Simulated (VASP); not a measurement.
## V: single point with LDA

V:

```xyz
2
Lattice="0.0000 2.5164 2.5164 2.5164 0.0000 2.5164 2.5164 2.5164 0.0000" Properties=species:S:1:pos:R:3 pbc="T T T"
V     0.6291    0.6291    0.6291
V     4.4037    4.4037    4.4037
```

This isn't the form of V at room conditions, which is bcc.

```yaml
Program: VASP 6.6.1
Task: single point
Functional: LDA
Potentials_or_basis: VASP PAW LDA potentials, release 64 (V_sv)
Cutoff: 520 eV
k_mesh: 17 × 17 × 17
Occupations: fermi-dirac, width 0.1 eV
Spin: no spin polarisation
Dipole_correction: no
Further_INCAR_settings: ALGO = Normal; EDIFF = 1e-06; NBANDS = 20
```

The pressure is 4.8 GPa and the band gap on the k mesh is zero (bands 13 and 14 overlap by 1.41 eV).

Levels at points of the mesh, in eV from the Fermi level:
| k point | band 11 | band 12 | band 13 | band 14 | band 15 | band 16 |
| --- | --- | --- | --- | --- | --- | --- |
| (0.00, 0.00, 0.00) | -1.53 | -0.67 | -0.67 | -0.67 | 1.71 | 1.71 |

It took 2 min on 1 thread of Intel Xeon 8259CL (shared host), peak memory 0.2 GiB.

Caveat: the cell stands under pressure.
